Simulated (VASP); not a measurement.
Set up this calculation in VASP 6.6.1, as the native input.

```yaml
Task: relaxation of cell and atoms
Functional: PBE
Potentials_or_basis: VASP PAW PBE potentials, release 64 (Li_sv, W_sv, N)
Cutoff: 600 eV
k_mesh: 10 × 10 × 10
Occupations: gaussian, width 0.1 eV
Spin: no spin polarisation
Dipole_correction: no
Further_INCAR_settings: ALGO = Normal; EDIFF = 1e-07; IBRION = 2; EDIFFG = -0.01; NSW = 100; ISIF = 3
```

The structure of LiW3N3 lies in POSCAR:

```
LiW3N3
1.0
    4.1728127000      0.0000000000      0.0000000000
    0.0000000000      4.1728127000      0.0000000000
    0.0000000000      0.0000000000      4.1728127000
Li W N
1 3 3
Direct
    0.0000000000      0.0000000000      0.0000000000
    0.0000000000      0.5000000000      0.5000000000
    0.5000000000      0.0000000000      0.5000000000
    0.5000000000      0.5000000000      0.0000000000
    0.5000000000      0.0000000000      0.0000000000
    0.0000000000      0.5000000000      0.0000000000
    0.0000000000      0.0000000000      0.5000000000
```

The cell was generated, and may not be a known phase.

One way to write it, as run:

INCAR

```
  PREC = Accurate
  ENCUT = 600
  EDIFF = 1E-7
  ISMEAR = 0
  SIGMA = 0.1
  LREAL = False
  LASPH = True
  NELM = 80
  ALGO = Normal
  ISIF = 3
  LWAVE = False
  LCHARG = False
  GGA = PE
  IBRION = 2
  NSW = 100
  EDIFFG = -0.01
```

KPOINTS

```
regular mesh
0
Gamma
  10 10 10
```

Potentials or basis: VASP PAW PBE potentials, release 64 (Li_sv, W_sv, N).

The run is started by

```sh
$ cat potpaw_PBE.64/Li_sv/POTCAR potpaw_PBE.64/W_sv/POTCAR potpaw_PBE.64/N/POTCAR > POTCAR
$ mpirun -np 1 vasp_std > vasp.out
```

Results of the run:

```yaml
Relaxed_volume: 10.41 Å³/atom
Relaxed_cell: a = 4.176 Å, b = 4.176 Å, c = 4.176 Å, α = 90.00°, β = 90.00°, γ = 90.00°
Space_group_after_relaxing_to_0.1_Å: Pm-3m (No. 221)
Energy_gained_by_relaxing: 0.1 meV/atom
Ionic_steps: 3
Pressure_after_relaxing: 0.0 GPa
Band_gap_on_the_k_mesh: zero (bands 30 and 31 overlap by 3.04 eV)
```

Caveat: the cutoff is under 1.25 times the usual one of these potentials, so pressure, stress and relaxed cells hold a basis-set (Pulay) error; spin-orbit coupling is left out, which moves the levels of the heavy elements.

Wall time 3 min on 1 thread of Intel(R) Xeon(R) 6975P-C (Granite Rapids) (shared host), peak memory 0.31 GiB.
